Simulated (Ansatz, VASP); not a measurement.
**Rb: VASP beside Ansatz**

```
Rb
1.0
    -2.95451    2.95451    2.73085
     2.95451   -2.95451    2.73085
     2.95451    2.95451   -2.73085
Rb
1
Cartesian
  0.0000 0.0000 0.0000
```

Alike in both runs: task relaxation of cell and atoms; functional r2SCAN; k mesh 10 × 10 × 10; occupations gaussian, width 0.1 eV; no spin polarisation.

|  | VASP | Ansatz |
| --- | --- | --- |
| version | VASP 6.6.1 | Ansatz 0.2.0 |
| potentials or method | VASP PAW PBE potentials, release 64 (Rb_sv), cutoff 600 eV | scalar-relativistic, plane waves, PAW |
| valence electrons in the cell | 9 | 9 |

```csv
,VASP,Ansatz,Ansatz less VASP
"gap on the k mesh at the Fermi level, each at its own relaxed structure (eV)",none,none,-
relaxed volume (Å³/atom),94.91,95.35,+0.445
relaxed cell length with the largest relative difference (Å),4.981,4.992,+0.0110
```

VASP's potentials were made for PBE, not for r2SCAN. A gap of «none» marks a metal or a gap that the smearing closes.
